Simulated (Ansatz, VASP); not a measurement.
**One calculation of Si, two programs**

The input POSCAR:

```
Si
1.0
    4.1209500000      0.0000000000      0.0000000000
   -2.0604700000      3.5688500000      0.0000000000
    0.0000000000      0.0000000000      2.6547900000
Si
2
Direct
    0.3333300000      0.6666700000      0.5000000000
    0.6666700000      0.3333300000      0.5000000000
```

INCAR.step1

```
PREC = Accurate
ENCUT = 520
EDIFF = 1E-5
ISMEAR = -1
SIGMA = 0.05
LREAL = False
LASPH = True
NELM = 100
ALGO = Normal
ISIF = 2
LWAVE = True
LCHARG = False
NBANDS = 11
GGA = PE
```

The input INCAR.step2:

```
PREC = Accurate
ENCUT = 520
EDIFF = 1E-7
ISMEAR = -1
SIGMA = 0.05
LREAL = False
LASPH = True
NELM = 100
ALGO = Normal
ISIF = 2
LWAVE = False
LCHARG = False
GGA = PE
LHFCALC = True
AEXX = 1.0
ALDAC = 0.0
AGGAC = 0.0
PRECFOCK = Normal
NBANDS = 11
ISTART = 1
```

File KPOINTS:

```
regular mesh
0
Gamma
  4 4 5
```

Contents of input.yaml:

```yaml
crystal:
  lattice:
    - [4.12095, 0.0, 0.0]
    - [-2.06047, 3.56885, 0.0]
    - [0.0, 0.0, 2.65479]
  atoms:
    - { symbol: Si, position: [0.33333, 0.66667, 0.5] }
    - { symbol: Si, position: [0.66667, 0.33333, 0.5] }
hamiltonian:
  xc: hf
  pseudopotentials: { kind: paw }
kpoints:
  mp_grid: { grid: [4, 4, 5] }
scf:
  occupations: { method: fermi_dirac, width: 0.05 }
output:
  forces: true
  stress: true
  eigenvalues: true
```

Alike in both runs: task single point; functional HF; k mesh 4 × 4 × 5; occupations fermi-dirac, width 0.05 eV; no spin polarisation.

```csv
,VASP,Ansatz
version,VASP 6.6.1,Ansatz 0.2.0
potentials or method,"VASP PAW PBE potentials, release 64 (Si)",Ansatz PAW
plane-wave cutoff (eV),520,420
valence electrons in the cell,8,8
```

|  | VASP | Ansatz | Ansatz less VASP |
| --- | --- | --- | --- |
| pressure (GPa) | 1.5 | 2.8 | +1.24 |
| traceless stress, the component that is largest in VASP (GPa) | -5.18 | -5.59 | -0.410 |

VASP's potentials were made for PBE, not for HF.

The k mesh is coarse, so the values compare programs but aren't converged. Noted on Ansatz's run: odd divisions of the mesh miss points on the zone boundary, where band edges often lie, so the gap on the mesh can be too wide.
